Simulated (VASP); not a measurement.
## Al8N: single point with PBE

Al8N, a slab with vacuum:

```xyz
9
Lattice="2.8543 0.0000 0.0000 -1.4272 2.4719 0.0000 0.0000 0.0000 33.4761" Properties=species:S:1:pos:R:3 pbc="T T T"
Al    0.0000    1.6479    4.0000
Al    0.0000    0.0000    6.3458
Al    1.4272    0.8240    8.6916
Al    0.0000    0.0000   11.0374
Al    0.0000    1.6479   13.3643
Al    0.0000    0.0000   15.7222
Al    1.4272    0.8240   18.0804
Al    0.0000    0.0000   20.4761
N     1.9029   -1.0986   22.1661
```

- Program: VASP 6.6.1
- Task: single point
- Functional: PBE
- Potentials or basis: VASP PAW PBE potentials, release 64 (Al, N)
- Cutoff: 520 eV
- k mesh: 9 × 9 × 1
- Occupations: gaussian, width 0.1 eV
- Spin: no spin polarisation

- Largest force: 3.284 eV/Å

Forces in eV/Å, atoms in the order of the input:
```
Al   0.003 -0.001 -0.105
Al  -0.001  0.001  0.037
Al  -0.011  0.006  0.035
Al   0.000  0.000 -0.048
Al  -0.005  0.003  0.171
Al   0.004 -0.002 -0.109
Al   0.091 -0.053  0.198
Al  -0.026  0.015  3.102
N   -0.054  0.031 -3.283
```

Levels at points of the mesh, in eV from the Fermi level:
```tsv
k point	band 11	band 12	band 13	band 14	band 15	band 16	band 17	band 18
(0.00, 0.00, 0.00)	-2.30	-0.88	0.66	0.98	1.32	2.26	3.60	4.56
```

Wall time 8.2 min on 1 thread of AMD EPYC 7R43 64-Core Processor (Zen 3), on a shared host, peak memory 0.35 GiB.
